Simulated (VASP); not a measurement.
# NaC2 (Pmmn) in VASP: relaxation of cell and atoms with PBE

Aim: the relaxation of cell and atoms of NaC2 with PBE.

Program: VASP 6.6.1. These are calculated values, not measurements. Logs are shortened: lines on timing, memory, paths and dates and some standing lists are left out, and cuts for length are marked.

## 1. The cell of the first run

It takes space group Pmmn (No. 59, orthorhombic). Conventional cell: a = 3.198 Å, b = 5.184 Å, c = 4.515 Å, α = 90.00°, β = 90.00°, γ = 90.00°. Na (site symmetry mm2) has 8 C at 2.42 to 2.51 Å and 2 Na at 3.20 Å within 3.2 Å. Within 2.6 Å of C (site symmetry m) lie 3 C at 1.98 to 2.12 Å and 4 Na at 2.42 to 2.51 Å.

## 2. Relaxation of cell and atoms, PBE

INCAR

```
PREC     = Accurate       # precision mode
ENCUT    = 600            # plane-wave cutoff, eV
EDIFF    = 1E-6           # SCF threshold, eV
ISMEAR   = 0              # smearing method
SIGMA    = 0.1            # smearing width, eV
LREAL    = False          # projectors in reciprocal space
LASPH    = True           # aspherical terms in the spheres
NELM     = 60             # most SCF steps
ALGO     = Normal         # electronic algorithm
ISIF     = 3              # what is computed and relaxed
LWAVE    = False          # write WAVECAR
LCHARG   = False          # write CHGCAR
GGA      = PE             # functional
IBRION   = 2              # ionic algorithm
NSW      = 90             # ionic steps
EDIFFG   = -0.04          # ionic threshold
```

KPOINTS

```
regular mesh
0
Gamma
  6 4 4
```

POSCAR

```
NaC2
1.0
    3.1977301261      0.0000000000      0.0000000000
    0.0000000000      5.1844525081      0.0000000000
    0.0000000000      0.0000000000      4.5147708063
Na C
2 4
Direct
    0.0000000000      0.0000000000      0.8492000000
    0.5000000000      0.5000000000      0.1508000000
    0.0000000000      0.8090000000      0.3610000000
    0.0000000000      0.1910000000      0.3610000000
    0.5000000000      0.3090000000      0.6390000000
    0.5000000000      0.6910000000      0.6390000000
```

Potentials or basis: VASP PAW PBE potentials, release 64 (Na_pv, C).

Started as:

```bash
> cat potpaw_PBE.64/Na_pv/POTCAR potpaw_PBE.64/C/POTCAR > POTCAR
> mpirun -np 1 vasp_std > vasp.out
```

OUTCAR:

```text
PREC = Accurate
   ENCUT = 600
   EDIFF = 1E-6
   ISMEAR = 0
   LREAL = False
   LASPH = True
   NELM = 60
   ISIF = 3
   GGA = PE
   IBRION = 2
   NSW = 90
   EDIFFG = -0.04

 ion  position               nearest neighbor table
   1  0.000  0.000  0.849-   3 2.42   4 2.42
   2  0.500  0.500  0.151-   5 2.42   6 2.42
   3  0.000  0.809  0.361-   4 1.98   1 2.42
   4  0.000  0.191  0.361-   3 1.98   1 2.42
   5  0.500  0.309  0.639-   6 1.98   2 2.42
   6  0.500  0.691  0.639-   5 1.98   2 2.42

  LATTYP: Found a simple orthorhombic cell.
 ALAT       =     3.1977301261
 B/A-ratio  =     1.4118673647
 C/A-ratio  =     1.6212914485

  Lattice vectors:

 A1 = (  -3.1977301261,   0.0000000000,   0.0000000000)
 A2 = (   0.0000000000,   0.0000000000,   4.5147708063)
 A3 = (   0.0000000000,   5.1844525081,   0.0000000000)

Analysis of symmetry for initial positions (statically):
=====================================================================
 Subroutine PRICEL returns:
 Original cell was already a primitive cell.

 Routine SETGRP: Setting up the symmetry group for a
 simple orthorhombic supercell.

 Subroutine GETGRP returns: Found  8 space group operations
 (whereof  4 operations were pure point group operations)
 out of a pool of  8 trial point group operations.

The static configuration has the point symmetry C_2v.
 The point group associated with its full space group is D_2h.

Analysis of symmetry for dynamics (positions and initial velocities):
=====================================================================
 Subroutine PRICEL returns:
 Original cell was already a primitive cell.

 Routine SETGRP: Setting up the symmetry group for a
 simple orthorhombic supercell.

 Subroutine GETGRP returns: Found  8 space group operations
 (whereof  4 operations were pure point group operations)
 out of a pool of  8 trial point group operations.

The dynamic configuration has the point symmetry C_2v.
 The point group associated with its full space group is D_2h.

 Subroutine INISYM returns: Found  8 space group operations
 (whereof  4 operations are pure point group operations),
 and found     1 'primitive' translations

----------------------------------------------------------------------------------------

                                     Primitive cell

  volume of cell :      74.8480

  direct lattice vectors                    reciprocal lattice vectors
     3.197730126  0.000000000  0.000000000     0.312721825  0.000000000  0.000000000
     0.000000000  5.184452508  0.000000000     0.000000000  0.192884398  0.000000000
     0.000000000  0.000000000  4.514770806     0.000000000  0.000000000  0.221495186

  length of vectors
     3.197730126  5.184452508  4.514770806     0.312721825  0.192884398  0.221495186

  position of ions in fractional coordinates (direct lattice)
     0.000000000  0.000000000  0.849200000
     0.500000000  0.500000000  0.150800000
     0.000000000  0.809000000  0.361000000
     0.000000000  0.191000000  0.361000000
     0.500000000  0.309000000  0.639000000
     0.500000000  0.691000000  0.639000000

  ion indices of the primitive-cell ions
   primitive index   ion index
                 1           1
                 2           2
                 3           3
                 4           4
                 5           5
                 6           6

----------------------------------------------------------------------------------------

 KPOINTS: regular mesh

Automatic generation of k-mesh.
 Grid dimensions read from file:
 generate k-points for:    6    4    4

 Generating k-lattice:

  Cartesian coordinates                     Fractional coordinates (reciprocal lattice)
     0.052120304  0.000000000  0.000000000     0.166666667  0.000000000  0.000000000
     0.000000000  0.048221099  0.000000000     0.000000000  0.250000000  0.000000000
     0.000000000  0.000000000  0.055373797     0.000000000  0.000000000  0.250000000

  Length of vectors
     0.052120304  0.048221099  0.055373797

  Shift w.r.t. Gamma in fractional coordinates (k-lattice)
     0.000000000  0.000000000  0.000000000

 Subroutine IBZKPT returns following result:
 ===========================================

 Found     36 irreducible k-points:

 Following reciprocal coordinates:
            Coordinates               Weight
  0.000000  0.000000  0.000000      1.000000
  0.166667  0.000000  0.000000      2.000000
  0.333333  0.000000  0.000000      2.000000
  0.500000  0.000000  0.000000      1.000000
  0.000000  0.250000  0.000000      2.000000
  0.166667  0.250000  0.000000      4.000000
[... 16 lines left out ...]
  0.333333  0.500000  0.250000      4.000000
  0.500000  0.500000  0.250000      2.000000
 [... further k-points ...]
   k-points           NKPTS =     36   k-points in BZ     NKDIM =     36   number of bands    NBANDS=     19
   number of dos      NEDOS =    301   number of ions     NIONS =      6
   total plane-waves  NPLWV =  42336
   dimension x,y,z NGX =    28 NGY =   42 NGZ =   36
   dimension x,y,z NGXF=    56 NGYF=   84 NGZF=   72
   ions per type =               2   4
   NGX,Y,Z   is equivalent  to a cutoff of  14.56, 13.47, 13.26 a.u.
   NGXF,Y,Z  is equivalent  to a cutoff of  29.11, 26.94, 26.51 a.u.
 SYSTEM =  unknown system
   PREC   = accura    normal or accurate (medium, high low for compatibility)
   ISTART =      0    job   : 0-new  1-cont  2-samecut
   ICHARG =      2    charge: 1-file 2-atom 10-const
   ISPIN  =      1    spin polarized calculation?
   LNONCOLLINEAR =      F non collinear calculations
   LSORBIT =      F    spin-orbit coupling
   LASPH  =      T    aspherical Exc in radial PAW
   ENCUT  =  600.0 eV  44.10 Ry    6.64 a.u.   6.39 10.35  9.02*2*pi/ulx,y,z
   NELM   =     60;   NELMIN=  2; NELMDL= -5     # of ELM steps
   EDIFF  = 0.1E-05   stopping-criterion for ELM
   LREAL  =      F    real-space projection
   EDIFFG = -.4E-01   stopping-criterion for IOM
   NSW    =     90    number of steps for IOM
   IBRION =      2    ionic relax: 0-MD 1-quasi-New 2-CG
   NFREE  =      1    steps in history (QN), initial steepest desc. (CG)
   ISIF   =      3    stress and relaxation
   ISYM   =      2    0-nonsym 1-usesym 2-fastsym
   POTIM  = 0.5000    time-step for ionic-motion
   TEBEG  =    0.0;   TEEND  =   0.0 temperature during run
   PSTRESS=    0.0 pullay stress
   NELECT =      30.0000    total number of electrons
   NUPDOWN=      -1.0000    fix difference up-down
   EMIN   =  10.00;   EMAX   =-10.00  energy-range for DOS
   EFERMI =   0.00;   METHOD = LEGACY
   ISMEAR =     0;   SIGMA  =   0.10  broadening in eV -4-tet -1-fermi 0-gaus
   EFERMI_NEDOS =   21; number of points for ismear=-14 and -15
   IALGO  =     38    algorithm
   IMIX   =      4    mixing-type and parameters
     AMIX     =   0.40;   BMIX     =  1.00
     AMIX_MAG =   1.60;   BMIX_MAG =  1.00
  volume/ion in A,a.u.               =      12.47        84.18
  Fermi-wavevector in a.u.,A,eV,Ry     =   1.207040  2.280975 19.822958  1.456946
  Thomas-Fermi vector in A             =   2.342690
   LORBIT       =      0    0 simple, 1 ext, 2 COOP (PROOUT), +10 PAW based schemes
   GGA     = PE    functional components
   LHFCALC =     F    Hartree Fock is set to
   AEXX    =    0.0000 exact exchange contribution
   IVDW    =     0    specifies the selected vdW correction
   LEPSILON=     F    determine dielectric tensor
   LRPA    =     F    only Hartree local field effects (RPA)
 conjugate gradient relaxation of ions
 non-spin polarized calculation
 Gauss-broadening in eV      SIGMA  =   0.10
  energy-cutoff  :      600.00
  volume of cell :       74.85
 maximum number of plane-waves:      2542
 NGX is ok and might be reduce to    28
   NGX = 13   NGY = 21   NGZ = 19

--------------------------------------- Ionic step        1  -------------------------------------------

 number of electron      30.0000001 magnetization

 Free energy of the ion-electron system (eV)
  ---------------------------------------------------
  ext. energy  EPLUGINS =         0.00000000
  ---------------------------------------------------
  free energy    TOTEN  =       -26.35342579 eV

  energy without entropy =      -26.33732403  energy(sigma->0) =      -26.34537491

------------------------ aborting loop because EDIFF is reached ----------------------------------------

  FORCE on cell =-STRESS in cart. coord.  units (eV):
  Direction    XX          YY          ZZ          XY          YZ          ZX
  --------------------------------------------------------------------------------------
  -------------------------------------------------------------------------------------
  Total       -8.9165262    -11.8856358     -2.3007470      0.0000000      0.0000000      0.0000000
  in kB     -190.8648069   -254.4207815    -49.2491832      0.0000000      0.0000000      0.0000000
  external PRESSURE =    -164.8449239 kB  Pullay stress =       0.0000000 kB
[... 1700 lines left out ...]
      5     -20.8430      2.00000
      6     -20.8430      2.00000
[... 11 lines left out ...]
     18       8.5603      0.00000
     19       9.2627      0.00000

 [... further k-points ...]

[... ionic steps 4 to 49 ...]

--------------------------------------- Ionic step       50  -------------------------------------------

 number of electron      29.9999966 magnetization

------------------------ aborting loop because EDIFF is reached ----------------------------------------

  FORCE on cell =-STRESS in cart. coord.  units (eV):
  Direction    XX          YY          ZZ          XY          YZ          ZX
  --------------------------------------------------------------------------------------
  -------------------------------------------------------------------------------------
  Total        0.0677827     -0.1149762     -0.1400594      0.0000000      0.0000000      0.0000000
  in kB        1.4224382     -2.4128079     -2.9391855      0.0000000      0.0000000      0.0000000
  external PRESSURE =      -1.3098518 kB  Pullay stress =       0.0000000 kB
[... 65 lines left out ...]
  energy  without entropy=      -37.8891277729  energy(sigma->0) =      -37.89317573

--------------------------------------- Ionic step       52  -------------------------------------------

 number of electron      29.9999966 magnetization

 Free energy of the ion-electron system (eV)
  ---------------------------------------------------
  ext. energy  EPLUGINS =         0.00000000
  ---------------------------------------------------
  free energy    TOTEN  =       -37.89740735 eV

  energy without entropy =      -37.88913915  energy(sigma->0) =      -37.89327325

 E-fermi :   4.3244     XC(G=0):  -9.1833

 val. band max:        4.3187747053   @ k =   0.3333   0.0000   0.5000
 cond. band min:       4.3909035232   @ k =   0.1667   0.5000   0.5000
 fundamental gap:      0.0721288179
 Fermi energy:         4.3244124099

 k-point     1 :       0.0000    0.0000    0.0000
  band No.  band energies     occupation
      1     -21.1427      2.00000
      2     -21.1298      2.00000
      3     -21.0863      2.00000
      4     -21.0791      2.00000
      5     -20.9646      2.00000
      6     -20.9560      2.00000
[... 552 lines left out ...]
  FREE ENERGIE OF THE ION-ELECTRON SYSTEM (eV)
  ---------------------------------------------------
  free  energy   TOTEN  =       -37.8974073512 eV

  energy  without entropy=      -37.8891391485  energy(sigma->0) =      -37.89327325

 reached required accuracy - stopping structural energy minimisation
```

Run time: 14 min. Hardware: 1 thread of Intel Xeon 6975P-C (Granite Rapids), shared host; peak memory 0.22 GiB.

What came out:

* Free energy: -37.8974 eV
* Relaxed volume: 12.72 Å³/atom
* Relaxed cell: a = 2.547 Å, b = 4.306 Å, c = 6.960 Å, α = 90.00°, β = 90.00°, γ = 90.00°
* Space group after relaxing (to 0.1 Å): Pmmn (No. 59)
* Pressure after relaxing: 0.0 GPa
* Largest force after relaxing: 0.028 eV/Å
* Band gap on the k mesh: zero (bands 15 and 16 overlap by 2.55 eV)

Forces in eV/Å, atoms in the order of the input:
```
Na   0.000  0.000  0.024
Na   0.000  0.000 -0.024
C    0.000 -0.026 -0.010
C    0.000  0.026 -0.010
C    0.000 -0.026  0.010
C    0.000  0.026  0.010
```

Final structure:
```yaml
crystal:
  lattice:
    - [2.54681, 0.00000, 0.00000]
    - [0.00000, 4.30570, 0.00000]
    - [0.00000, 0.00000, 6.96015]
  atoms:
    - { symbol: Na, position: [0.00000, 0.00000, 0.84733] }
    - { symbol: Na, position: [0.50000, 0.50000, 0.15267] }
    - { symbol: C, position: [0.00000, 0.83396, 0.49607] }
    - { symbol: C, position: [0.00000, 0.16604, 0.49607] }
    - { symbol: C, position: [0.50000, 0.33396, 0.50393] }
    - { symbol: C, position: [0.50000, 0.66604, 0.50393] }
```

Caveat: a cell axis changed by over 15 % at a fixed basis, so the end point is rough.

The gap in the log of VASP goes by the Fermi energy; the results here count the filled bands.